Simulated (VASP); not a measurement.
# P: single point with PBE

The system is P.

```
CELL_PARAMETERS angstrom
2.41064 0.00000 0.00000
0.00000 2.41064 0.00000
0.00000 0.00000 2.41064
ATOMIC_POSITIONS crystal
P 0.00000 0.00000 0.00000
```

This cell differs from its parent crystal: volume scaled by 0.96.

- Program: VASP 6.6.1
- Task: single point
- Functional: PBE
- Potentials or basis: VASP PAW PBE potentials, release 64 (P)
- Cutoff: 520 eV
- k mesh: 14 × 14 × 14
- Occupations: fermi-dirac, width 0.1 eV
- Spin: no spin polarisation
- Dipole correction: no
- Further INCAR settings: ALGO = Normal; EDIFF = 1e-06; NBANDS = 8

The pressure is 5.4 GPa.

Levels at points of the mesh, in eV from the Fermi level:
| k point | band 1 | band 2 | band 3 | band 4 | band 5 | band 6 | band 7 | band 8 |
| --- | --- | --- | --- | --- | --- | --- | --- | --- |
| (0.00, 0.00, 0.00) | -16.89 | 5.24 | 5.24 | 5.24 | 6.76 | 6.76 | 14.76 | 24.95 |
| (0.50, 0.00, 0.00) | -12.37 | -9.00 | 8.23 | 8.23 | 9.40 | 14.53 | 14.53 | 17.06 |
| (0.50, 0.50, 0.00) | -7.44 | -5.45 | -5.45 | 0.76 | 11.01 | 17.15 | 17.15 | 17.61 |
| (0.50, 0.50, 0.50) | -2.22 | -2.22 | -2.22 | -1.20 | 4.56 | 4.56 | 4.56 | 10.98 |

Run time: 6.4 s on 1 thread of AMD EPYC 7R13 Processor (Zen 3), with other jobs on the host, peak memory 0.09 GiB.
